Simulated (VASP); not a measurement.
Write the native input for VASP 6.6.1 that does the following.

```yaml
Task: single point
Functional: PBE
Dispersion: D3(BJ)
Potentials_or_basis: VASP PAW PBE potentials, release 64 (W_sv, Si)
Cutoff: 520 eV
k_mesh: 5 × 5 × 1
Occupations: gaussian, width 0.1 eV
Spin: no spin polarisation
Dipole_correction: yes
Further_INCAR_settings: ALGO = Normal; EDIFF = 1e-06; NBANDS = 98
```

The structure of SiW12 lies in POSCAR:

```
SiW12
1.0
    5.6644156868      0.0000000000      0.0000000000
    0.0000000000      5.6644156868      0.0000000000
    0.0000000000      0.0000000000     21.1500668291
W Si
12 1
Direct
    0.2500000000      0.2500000000      0.1891246979
    0.2500000000      0.7500000000      0.1891246979
    0.7500000000      0.2500000000      0.1891246979
    0.7500000000      0.7500000000      0.1891246979
    0.0000000000      0.0000000000      0.2848852803
    0.0000000000      0.5000000000      0.2848852803
    0.5000000000      0.0000000000      0.2848852803
    0.5000000000      0.5000000000      0.2848852803
    0.2500000000      0.2500000000      0.3806166143
    0.2500000000      0.7500000000      0.3806166143
    0.7500000000      0.2500000000      0.3806166143
    0.7500000000      0.7500000000      0.3806166143
    0.2500000000      0.5000000000      0.4846351982
```

These files were run (other wordings do the same):

INCAR

```
SYSTEM = SiW12
ALGO = Normal
DIPOL = 0.5 0.5 0.300
EDIFF = 1E-6
ENCUT = 520
GGA = PE
IDIPOL = 3
ISIF = 2
ISMEAR = 0
IVDW = 12
LASPH = .True.
LCHARG = .False.
LDIPOL = .True.
LREAL = .False.
LWAVE = .False.
NBANDS = 98
NELM = 100
PREC = Accurate
SIGMA = 0.1
```

KPOINTS

```
k-points
0
Gamma
  5 5 1
  0 0 0
```

Potentials or basis: VASP PAW PBE potentials, release 64 (W_sv, Si).

Launch:

```sh
$ cat potpaw_PBE.64/W_sv/POTCAR potpaw_PBE.64/Si/POTCAR > POTCAR
$ mpirun -np 1 vasp_std > vasp.out
```

Results of the run:

```
Largest force              : 1.721 eV/Å
Band gap on the k mesh     : zero (bands 86 and 87 overlap by 0.33 eV)
Dispersion energy per atom : -0.402 eV
```

Caveat: spin-orbit coupling is left out, which moves the levels of the heavy elements.

It took 63 min on 1 thread of Intel Xeon 8259CL (shared host), peak memory 0.83 GiB.
